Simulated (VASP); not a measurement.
Here is a VASP 6.6.1 calculation.

INCAR

```
SYSTEM = W
PREC = Accurate
ENCUT = 520
EDIFF = 1E-6
ISMEAR = -1
SIGMA = 0.05
LREAL = .False.
LASPH = .True.
NELM = 60
ALGO = Normal
ISIF = 2
LWAVE = .False.
LCHARG = .False.
GGA = CA
NBANDS = 13
```

KPOINTS

```
regular mesh
0
Gamma
  14 14 14
  0 0 0
```

POSCAR

```
W
1.0
    0.0000000000      2.0367442356      2.0367442356
    2.0367442356      0.0000000000      2.0367442356
    2.0367442356      2.0367442356      0.0000000000
W
1
Direct
    0.0000000000      0.0000000000      0.0000000000
```

Potentials or basis: VASP PAW LDA potentials, release 64 (W_sv).

Command:

```sh
$ cat potpaw_LDA.64/W_sv/POTCAR > POTCAR
$ mpirun -np 1 vasp_std > vasp.out
```

Task: Predict the pressure.

Result: -18.7 GPa.

Task: What does it give for the band gap on the k mesh?

Result: Zero (band 7 reaches 12.99 eV, above the bottom of band 8 at 9.40 eV).

Caveat: spin-orbit coupling is left out, which moves the levels of the heavy elements.
